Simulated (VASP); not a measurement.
# ZrAl5N6 (P4/mmm) in VASP: a series of runs

Runs on ZrAl5N6. Level: PBE. Tasks: relaxation of cell and atoms, single point.

All numbers are computed with VASP 6.6.1; they aren't measurements. Logs are shortened: lines on timing, memory, paths and dates and some standing lists are left out, and cuts for length are marked.

**1. The cell of the first run**

The structure is tetragonal, space group P4/mmm (No. 123). The conventional cell has a = 3.330 Å, b = 3.330 Å, c = 14.130 Å, α = 90.00°, β = 90.00°, γ = 90.00°. Within 3.1 Å of Zr (site symmetry 4/mmm) lie 6 N at 2.35 Å. Within 3.1 Å of Al (site symmetry 4mm) lie 6 N at 2.35 Å. Al (site symmetry 4mm) has 6 N at 2.35 Å within 3.1 Å. Al (site symmetry 4/mmm) has 6 N at 2.35 Å within 3.1 Å. Within 3.1 Å of N (site symmetry 4mm) lie 5 Al at 2.35 Å and 1 Zr at 2.35 Å. Within 3.1 Å of N (site symmetry 4/mmm) lie 4 Zr at 2.35 Å and 2 Al at 2.35 Å. N (site symmetry 4mm) has 6 Al at 2.35 Å within 3.1 Å. Within 3.1 Å of N (site symmetry 4/mmm) lie 6 Al at 2.35 Å.

**2. Relaxation of cell and atoms, PBE**

Input file INCAR:

```
SYSTEM = ZrAl5N6
PREC = Accurate
ENCUT = 600
EDIFF = 1E-7
ISMEAR = 0
SIGMA = 0.1
LREAL = .False.
LASPH = .True.
NELM = 80
ALGO = Normal
ISIF = 3
LWAVE = .False.
LCHARG = .False.
GGA = PE
IBRION = 2
NSW = 90
EDIFFG = -0.04
```

Input file KPOINTS:

```
regular mesh
0
Gamma
  6 6 2
  0 0 0
```

Input file POSCAR:

```
ZrAl5N6
1.0
    3.3304038000      0.0000000000      0.0000000000
    0.0000000000      3.3304038000      0.0000000000
    0.0000000000      0.0000000000     14.1297066700
Zr Al N
1 5 6
Direct
    0.0000000000      0.0000000000      0.0000000000
    0.0000000000      0.0000000000      0.6666666700
    0.5000000000      0.5000000000      0.8333333300
    0.5000000000      0.5000000000      0.1666666700
    0.0000000000      0.0000000000      0.3333333300
    0.5000000000      0.5000000000      0.5000000000
    0.0000000000      0.0000000000      0.8333333300
    0.5000000000      0.5000000000      0.0000000000
    0.0000000000      0.0000000000      0.1666666700
    0.5000000000      0.5000000000      0.3333333300
    0.0000000000      0.0000000000      0.5000000000
    0.5000000000      0.5000000000      0.6666666700
```

Potentials or basis: VASP PAW PBE potentials, release 64 (Zr_sv, Al, N).

On the command line:

```console
$ cat potpaw_PBE.64/Zr_sv/POTCAR potpaw_PBE.64/Al/POTCAR potpaw_PBE.64/N/POTCAR > POTCAR
$ mpirun -np 1 vasp_std > vasp.out
```

OUTCAR:

```text
SYSTEM = ZrAl5N6
   PREC = Accurate
   ENCUT = 600
   EDIFF = 1E-7
   ISMEAR = 0
   LREAL = .False.
   LASPH = .True.
   NELM = 80
   ISIF = 3
   GGA = PE
   IBRION = 2
   NSW = 90
   EDIFFG = -0.04

 ion  position               nearest neighbor table
   1  0.000  0.000  0.000-   8 2.35   8 2.35   8 2.35   8 2.35   9 2.35   7 2.35   4 3.33   4 3.33
                             3 3.33   4 3.33   3 3.33   3 3.33   4 3.33   3 3.33
   2  0.000  0.000  0.667-   7 2.35  12 2.35  12 2.35  12 2.35  12 2.35  11 2.35   3 3.33   3 3.33
                             3 3.33   3 3.33   6 3.33   6 3.33   6 3.33   6 3.33
   3  0.500  0.500  0.833-  12 2.35   7 2.35   7 2.35   7 2.35   7 2.35   8 2.35   2 3.33   2 3.33
                             2 3.33   2 3.33   1 3.33   1 3.33   1 3.33   1 3.33
   4  0.500  0.500  0.167-  10 2.35   9 2.35   9 2.35   9 2.35   9 2.35   8 2.35   5 3.33   5 3.33
                             5 3.33   5 3.33   1 3.33   1 3.33   1 3.33   1 3.33
   5  0.000  0.000  0.333-   9 2.35  10 2.35  10 2.35  10 2.35  10 2.35  11 2.35   4 3.33   4 3.33
                             4 3.33   4 3.33   6 3.33   6 3.33   6 3.33   6 3.33
   6  0.500  0.500  0.500-  11 2.35  11 2.35  11 2.35  11 2.35  12 2.35  10 2.35   5 3.33   5 3.33
                             2 3.33   5 3.33   2 3.33   2 3.33   5 3.33   2 3.33
   7  0.000  0.000  0.833-   2 2.35   3 2.35   3 2.35   3 2.35   3 2.35   1 2.35
   8  0.500  0.500  0.000-   1 2.35   1 2.35   1 2.35   1 2.35   4 2.35   3 2.35
   9  0.000  0.000  0.167-   5 2.35   4 2.35   4 2.35   4 2.35   4 2.35   1 2.35
  10  0.500  0.500  0.333-   4 2.35   5 2.35   5 2.35   5 2.35   5 2.35   6 2.35
  11  0.000  0.000  0.500-   6 2.35   6 2.35   6 2.35   6 2.35   2 2.35   5 2.35
  12  0.500  0.500  0.667-   3 2.35   2 2.35   2 2.35   2 2.35   2 2.35   6 2.35

  LATTYP: Found a simple tetragonal cell.
 ALAT       =     3.3304038000
 C/A-ratio  =     4.2426406882

  Lattice vectors:

 A1 = (   3.3304038000,   0.0000000000,   0.0000000000)
 A2 = (   0.0000000000,   3.3304038000,   0.0000000000)
 A3 = (   0.0000000000,   0.0000000000,  14.1297066700)

Analysis of symmetry for initial positions (statically):
=====================================================================
 Subroutine PRICEL returns:
 Original cell was already a primitive cell.

 Routine SETGRP: Setting up the symmetry group for a
 simple tetragonal supercell.

 Subroutine GETGRP returns: Found 16 space group operations
 (whereof 16 operations were pure point group operations)
 out of a pool of 16 trial point group operations.

The static configuration has the point symmetry D_4h.

Analysis of symmetry for dynamics (positions and initial velocities):
=====================================================================
 Subroutine PRICEL returns:
 Original cell was already a primitive cell.

 Routine SETGRP: Setting up the symmetry group for a
 simple tetragonal supercell.

 Subroutine GETGRP returns: Found 16 space group operations
 (whereof 16 operations were pure point group operations)
 out of a pool of 16 trial point group operations.

The dynamic configuration has the point symmetry D_4h.

 Subroutine INISYM returns: Found 16 space group operations
 (whereof 16 operations are pure point group operations),
 and found     1 'primitive' translations

----------------------------------------------------------------------------------------

                                     Primitive cell

  volume of cell :     156.7209

  direct lattice vectors                    reciprocal lattice vectors
     3.330403800  0.000000000  0.000000000     0.300263890  0.000000000  0.000000000
     0.000000000  3.330403800  0.000000000     0.000000000  0.300263890  0.000000000
     0.000000000  0.000000000 14.129706670     0.000000000  0.000000000  0.070772878

  length of vectors
     3.330403800  3.330403800 14.129706670     0.300263890  0.300263890  0.070772878

  position of ions in fractional coordinates (direct lattice)
     0.000000000  0.000000000  0.000000000
     0.000000000  0.000000000  0.666666670
     0.500000000  0.500000000  0.833333330
     0.500000000  0.500000000  0.166666670
     0.000000000  0.000000000  0.333333330
     0.500000000  0.500000000  0.500000000
     0.000000000  0.000000000  0.833333330
     0.500000000  0.500000000  0.000000000
     0.000000000  0.000000000  0.166666670
     0.500000000  0.500000000  0.333333330
     0.000000000  0.000000000  0.500000000
     0.500000000  0.500000000  0.666666670

  ion indices of the primitive-cell ions
   primitive index   ion index
                 1           1
                 2           2
                 3           3
                 4           4
                 5           5
                 6           6
                 7           7
                 8           8
                 9           9
                10          10
                11          11
                12          12

----------------------------------------------------------------------------------------

 KPOINTS: regular mesh

Automatic generation of k-mesh.
 Grid dimensions read from file:
 generate k-points for:    6    6    2

 Generating k-lattice:

  Cartesian coordinates                     Fractional coordinates (reciprocal lattice)
     0.050043982  0.000000000  0.000000000     0.166666667  0.000000000  0.000000000
     0.000000000  0.050043982  0.000000000     0.000000000  0.166666667  0.000000000
     0.000000000  0.000000000  0.035386439     0.000000000  0.000000000  0.500000000

  Length of vectors
     0.050043982  0.050043982  0.035386439

  Shift w.r.t. Gamma in fractional coordinates (k-lattice)
     0.000000000  0.000000000  0.000000000

 Subroutine IBZKPT returns following result:
 ===========================================

 Found     20 irreducible k-points:

 Following reciprocal coordinates:
            Coordinates               Weight
  0.000000  0.000000  0.000000      1.000000
  0.166667  0.000000  0.000000      4.000000
  0.333333  0.000000  0.000000      4.000000
  0.500000  0.000000  0.000000      2.000000
  0.166667  0.166667  0.000000      4.000000
  0.333333  0.166667  0.000000      8.000000
[... 12 lines left out ...]
  0.500000  0.333333  0.500000      4.000000
  0.500000  0.500000  0.500000      1.000000
   k-points           NKPTS =     20   k-points in BZ     NKDIM =     20   number of bands    NBANDS=     35
   number of dos      NEDOS =    301   number of ions     NIONS =     12
   total plane-waves  NPLWV =  94080
   dimension x,y,z NGX =    28 NGY =   28 NGZ =  120
   dimension x,y,z NGXF=    56 NGYF=   56 NGZF=  240
   ions per type =               1   5   6
   NGX,Y,Z   is equivalent  to a cutoff of  13.98, 13.98, 14.12 a.u.
   NGXF,Y,Z  is equivalent  to a cutoff of  27.95, 27.95, 28.24 a.u.
 SYSTEM =  ZrAl5N6
   PREC   = accura    normal or accurate (medium, high low for compatibility)
   ISTART =      0    job   : 0-new  1-cont  2-samecut
   ICHARG =      2    charge: 1-file 2-atom 10-const
   ISPIN  =      1    spin polarized calculation?
   LNONCOLLINEAR =      F non collinear calculations
   LSORBIT =      F    spin-orbit coupling
   LASPH  =      T    aspherical Exc in radial PAW
   ENCUT  =  600.0 eV  44.10 Ry    6.64 a.u.   6.65  6.65 28.22*2*pi/ulx,y,z
   NELM   =     80;   NELMIN=  2; NELMDL= -5     # of ELM steps
   EDIFF  = 0.1E-06   stopping-criterion for ELM
   LREAL  =      F    real-space projection
   EDIFFG = -.4E-01   stopping-criterion for IOM
   NSW    =     90    number of steps for IOM
   IBRION =      2    ionic relax: 0-MD 1-quasi-New 2-CG
   NFREE  =      1    steps in history (QN), initial steepest desc. (CG)
   ISIF   =      3    stress and relaxation
   ISYM   =      2    0-nonsym 1-usesym 2-fastsym
   POTIM  = 0.5000    time-step for ionic-motion
   TEBEG  =    0.0;   TEEND  =   0.0 temperature during run
   PSTRESS=    0.0 pullay stress
   NELECT =      57.0000    total number of electrons
   NUPDOWN=      -1.0000    fix difference up-down
   EMIN   =  10.00;   EMAX   =-10.00  energy-range for DOS
   EFERMI =   0.00;   METHOD = LEGACY
   ISMEAR =     0;   SIGMA  =   0.10  broadening in eV -4-tet -1-fermi 0-gaus
   EFERMI_NEDOS =   21; number of points for ismear=-14 and -15
   IALGO  =     38    algorithm
   IMIX   =      4    mixing-type and parameters
     AMIX     =   0.40;   BMIX     =  1.00
     AMIX_MAG =   1.60;   BMIX_MAG =  1.00
  volume/ion in A,a.u.               =      13.06        88.13
  Fermi-wavevector in a.u.,A,eV,Ry     =   1.168577  2.208291 18.579750  1.365573
  Thomas-Fermi vector in A             =   2.305062
   LORBIT       =      0    0 simple, 1 ext, 2 COOP (PROOUT), +10 PAW based schemes
   GGA     = PE    functional components
   LHFCALC =     F    Hartree Fock is set to
   AEXX    =    0.0000 exact exchange contribution
   IVDW    =     0    specifies the selected vdW correction
   LEPSILON=     F    determine dielectric tensor
   LRPA    =     F    only Hartree local field effects (RPA)
 conjugate gradient relaxation of ions
 non-spin polarized calculation
 Gauss-broadening in eV      SIGMA  =   0.10
  energy-cutoff  :      600.00
  volume of cell :      156.72
 maximum number of plane-waves:      5296
 NGX is ok and might be reduce to    28
   NGX = 13   NGY = 13   NGZ = 57

--------------------------------------- Ionic step        1  -------------------------------------------

 number of electron      56.9999994 magnetization

 Free energy of the ion-electron system (eV)
  ---------------------------------------------------
  ext. energy  EPLUGINS =         0.00000000
  ---------------------------------------------------
  free energy    TOTEN  =       -83.29918567 eV

  energy without entropy =      -83.28314098  energy(sigma->0) =      -83.29116332

 E-fermi :   7.5647     XC(G=0): -10.6105

 val. band max:        7.5598350468   @ k =   0.1667   0.1667   0.0000
 cond. band min:       7.6033403074   @ k =   0.5000   0.3333   0.0000
 fundamental gap:      0.0435052607
 Fermi energy:         7.5647138914

 k-point     1 :       0.0000    0.0000    0.0000
  band No.  band energies     occupation
      1     -42.6363      2.00000
      2     -20.7660      2.00000
      3     -20.4565      2.00000
      4     -20.4565      2.00000
      5      -8.5174      2.00000
      6      -8.0129      2.00000
[... 880 lines left out ...]
  FREE ENERGIE OF THE ION-ELECTRON SYSTEM (eV)
  ---------------------------------------------------
  free  energy   TOTEN  =       -90.3199424551 eV

  energy  without entropy=      -90.3073997585  energy(sigma->0) =      -90.31367111

[... ionic steps 4 to 12 ...]

--------------------------------------- Ionic step       13  -------------------------------------------

 number of electron      57.0000004 magnetization

------------------------ aborting loop because EDIFF is reached ----------------------------------------

  FORCE on cell =-STRESS in cart. coord.  units (eV):
  Direction    XX          YY          ZZ          XY          YZ          ZX
  --------------------------------------------------------------------------------------
  -------------------------------------------------------------------------------------
  Total       -0.6447181     -0.6447181     -0.6092226      0.0000000      0.0000000      0.0000000
  in kB       -9.1883590     -9.1883590     -8.6824867      0.0000000      0.0000000      0.0000000
  external PRESSURE =      -9.0197349 kB  Pullay stress =       0.0000000 kB
[... 77 lines left out ...]
  energy  without entropy=      -91.1050876912  energy(sigma->0) =      -91.10779410

--------------------------------------- Ionic step       15  -------------------------------------------

 number of electron      57.0000004 magnetization

 Free energy of the ion-electron system (eV)
  ---------------------------------------------------
  ext. energy  EPLUGINS =         0.00000000
  ---------------------------------------------------
  free energy    TOTEN  =       -91.11110628 eV

  energy without entropy =      -91.10582323  energy(sigma->0) =      -91.10846476

 E-fermi :  11.7725     XC(G=0): -12.0991

 val. band max:       11.7457646434   @ k =   0.5000   0.3333   0.0000
 cond. band min:      12.1679117898   @ k =   0.1667   0.1667   0.5000
 fundamental gap:      0.4221471464
 Fermi energy:        11.7724850672

 k-point     1 :       0.0000    0.0000    0.0000
  band No.  band energies     occupation
      1     -37.2916      2.00000
      2     -15.6701      2.00000
      3     -15.0528      2.00000
      4     -15.0528      2.00000
      5      -7.4435      2.00000
      6      -6.7429      2.00000
[... 788 lines left out ...]
  FREE ENERGIE OF THE ION-ELECTRON SYSTEM (eV)
  ---------------------------------------------------
  free  energy   TOTEN  =       -91.1111062845 eV

  energy  without entropy=      -91.1058232349  energy(sigma->0) =      -91.10846476

 reached required accuracy - stopping structural energy minimisation
```

It took 18 min on 1 thread of AMD EPYC 9R45 (Zen 5), shared host; peak memory 0.35 GiB.

What came out:

```
Free energy                           : -91.1111 eV
Relaxed volume                        : 9.33 Å³/atom
Relaxed cell                          : a = 2.988 Å, b = 2.988 Å, c = 12.536 Å, α = 90.00°, β = 90.00°, γ = 90.00°
Space group after relaxing (to 0.1 Å) : P4/mmm (No. 123)
Energy gained by relaxing             : 651.0 meV/atom
Ionic steps                           : 15
Pressure after relaxing               : 0.2 GPa
Largest force after relaxing          : 0.037 eV/Å
Band gap on the k mesh                : zero (an odd number of electrons rules out a gap without spin polarisation)
```

Forces in eV/Å, atoms in the order of the input:
```
Zr   0.000  0.000  0.000
Al   0.000  0.000  0.031
Al   0.000  0.000 -0.028
Al   0.000  0.000  0.028
Al   0.000  0.000 -0.031
Al   0.000  0.000  0.000
N    0.000  0.000 -0.008
N    0.000  0.000  0.000
N    0.000  0.000  0.008
N    0.000  0.000  0.037
N    0.000  0.000  0.000
N    0.000  0.000 -0.037
```

Step by step:
```csv
step,energy change (eV),largest force (eV/Å),pressure (GPa),volume (Å³)
1,0.0000,0.9173,-37.51,156.72
2,-5.0128,4.8256,47.82,97.09
3,-7.0208,3.2737,-0.83,112.96
4,-7.0221,3.3381,0.83,112.18
5,-7.3994,1.5746,6.07,109.27
6,-7.4339,1.3111,4.49,109.91
7,-7.6292,0.6510,-2.45,112.98
8,-7.6403,0.7702,-4.31,113.94
9,-7.7617,0.7160,-0.08,112.01
10,-7.7657,0.6968,0.95,111.60
11,-7.8005,0.4568,1.02,111.57
12,-7.8040,0.3016,0.95,111.57
13,-7.8100,0.1219,-0.90,112.42
14,-7.8113,0.0434,-0.37,112.17
15,-7.8119,0.0373,0.18,111.93
```

Final structure:
```yaml
crystal:
  lattice:
    - [2.98806, 0.00000, 0.00000]
    - [0.00000, 2.98806, 0.00000]
    - [0.00000, 0.00000, 12.53577]
  atoms:
    - { symbol: Zr, position: [0.00000, 0.00000, 0.00000] }
    - { symbol: Al, position: [0.00000, 0.00000, 0.65767] }
    - { symbol: Al, position: [0.50000, 0.50000, 0.81695] }
    - { symbol: Al, position: [0.50000, 0.50000, 0.18305] }
    - { symbol: Al, position: [0.00000, 0.00000, 0.34233] }
    - { symbol: Al, position: [0.50000, 0.50000, 0.50000] }
    - { symbol: N, position: [0.00000, 0.00000, 0.81532] }
    - { symbol: N, position: [0.50000, 0.50000, 0.00000] }
    - { symbol: N, position: [0.00000, 0.00000, 0.18468] }
    - { symbol: N, position: [0.50000, 0.50000, 0.34174] }
    - { symbol: N, position: [0.00000, 0.00000, 0.50000] }
    - { symbol: N, position: [0.50000, 0.50000, 0.65826] }
```

Levels at points of the mesh, in eV from the Fermi level:
```csv
k point,band 25,band 26,band 27,band 28,band 29,band 30,band 31,band 32
"(0.00, 0.00, 0.00)",-2.80,-2.80,-2.79,-2.43,-2.43,1.01,1.81,2.57
"(0.50, 0.00, 0.00)",-3.56,-3.54,-3.54,-3.52,2.81,3.01,3.20,3.30
"(0.50, 0.50, 0.00)",-5.16,-4.49,-3.20,-3.20,-0.85,-0.85,0.62,2.35
"(0.00, 0.00, 0.50)",-2.79,-2.62,-2.62,-2.60,-2.60,1.35,1.77,2.58
"(0.50, 0.00, 0.50)",-3.58,-3.57,-3.56,-3.52,2.53,2.97,3.18,3.34
"(0.50, 0.50, 0.50)",-5.26,-4.71,-3.23,-3.23,-0.74,-0.74,0.94,1.97
```

Caveat: the volume moved by over 15 % at a fixed basis, so the end points are rough.

(Continued in part 2 of 2.)

The gap in the log of VASP goes by the Fermi energy; the results here count the filled bands.